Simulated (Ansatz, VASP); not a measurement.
# Pd in VASP and in Ansatz

```
CELL_PARAMETERS angstrom
2.73233 0.00000 0.00000
-1.36616 2.36626 0.00000
0.00000 0.00000 9.01953
ATOMIC_POSITIONS crystal
Pd 0.00000 0.00000 0.00000
Pd 0.33333 0.66667 0.25000
Pd 0.00000 0.00000 0.50000
Pd 0.66667 0.33333 0.75000
```

Alike in both runs: functional PBEsol; k mesh 18 × 18 × 6; occupations gaussian, width 0.1 eV; collinear spin.

Ansatz relaxed the structure, and its values are those at the end. VASP's run is a single point on that final structure, the one shown.

|  | VASP | Ansatz |
| --- | --- | --- |
| version | VASP 6.6.1 | Ansatz 0.2.0 |
| potentials or method | VASP PAW PBE potentials, release 64 (Pd), cutoff 520 eV | scalar-relativistic, plane waves, PAW |
| valence electrons in the cell | 40 | 72 |

|  | VASP | Ansatz | Ansatz less VASP |
| --- | --- | --- | --- |
| gap on the k mesh at the Fermi level (eV) | none | none | - |
| pressure (GPa) | -0.3 | 0.0 | +0.34 |
| net moment per atom (μB) | 0.01 | 0.00 | -0.005 |

VASP's potentials were made for PBE, not for PBEsol. A gap of «none» marks a metal or a gap that the smearing closes. With one functional, cell and mesh, what is left measures potentials, basis and numerics. VASP's potentials hold 40 valence electrons a cell and Ansatz's 72, so a difference there can come from the potentials and not from the codes. Ansatz's warnings: seeded moment not kept.
